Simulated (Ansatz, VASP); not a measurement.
One calculation of Hg3P2, two programs

```
CELL_PARAMETERS angstrom
8.21635 0.00000 0.00000
-4.10817 7.11557 0.00000
0.00000 0.00000 5.82328
ATOMIC_POSITIONS crystal
Hg 0.50000 0.00000 0.00000
Hg 0.00000 0.50000 0.00000
Hg 0.50000 0.50000 0.00000
P 0.33333 0.66667 0.00000
P 0.66667 0.33333 0.00000
```

Alike in both runs: task relaxation of cell and atoms; functional PBE; k mesh 6 × 6 × 6; occupations gaussian, width 0.1 eV; no spin polarisation.

|  | VASP | Ansatz |
| --- | --- | --- |
| version | VASP 6.6.1 | Ansatz 0.2.0 |
| potentials or method | VASP PAW PBE potentials, release 64 (Hg, P), cutoff 600 eV | scalar-relativistic, plane waves, PAW |
| valence electrons in the cell | 46 | 70 |

Ansatz gave:

* gap on the k mesh at the Fermi level, each at its own relaxed structure (eV): none
* relaxed volume (Å³/atom): 68.09
* relaxed cell length with the largest relative difference (Å): 8.216

Problem. What did VASP give for the same quantities?

Solution. gap on the k mesh at the Fermi level, each at its own relaxed structure (eV): none; relaxed volume (Å³/atom): 68.53; relaxed cell length with the largest relative difference (Å): 8.242.

A gap of «none» marks a metal or a gap that the smearing closes. VASP's potentials hold 46 valence electrons a cell and Ansatz's 70, so a difference there can come from the potentials and not from the codes.

Neither program's run includes spin-orbit coupling.
